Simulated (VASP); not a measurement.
GaP:

```xyz
2
Lattice="0.0000 2.7252 2.7252 2.7252 0.0000 2.7252 2.7252 2.7252 0.0000" Properties=species:S:1:pos:R:3 pbc="T T T"
Ga    0.0000    0.0000    0.0000
P     1.3626    1.3626    1.3626
```

| Quantity | Value |
| --- | --- |
| Program | VASP 6.6.1 |
| Task | relaxation of cell and atoms |
| Functional | RPBE |
| Potentials or basis | VASP PAW PBE potentials, release 64 (Ga_d, P) |
| Cutoff | 600 eV |
| k mesh | 6 × 6 × 6 |
| Occupations | gaussian, width 0.01 eV |
| Spin | no spin polarisation |

At the start: pressure 4.5 GPa; volume 20.24 Å³/atom.

Problem. Where does the relaxation end?

Solution. Over 3 steps the energy falls by 15.7 meV/atom and the volume is 21.42 Å³/atom (+5.8 %); space group F-43m (No. 216, to 0.05 Å).

The path:
```
step  energy change (eV)  largest force (eV/Å)  pressure (GPa)  volume (Å³)
   1              0.0000                0.0000            4.47        40.48
   2             -0.0259                0.0000           -1.61        43.88
   3             -0.0314                0.0000           -0.02        42.83
```

Final structure:
```xyz
2
Lattice="0.0000 2.7770 2.7770 2.7770 0.0000 2.7770 2.7770 2.7770 0.0000" Properties=species:S:1:pos:R:3 pbc="T T T"
Ga    0.0000    0.0000    0.0000
P     1.3885    1.3885    1.3885
```

Caveat: the PAW data sets were made with another functional, which shifts forces and pressure a little.
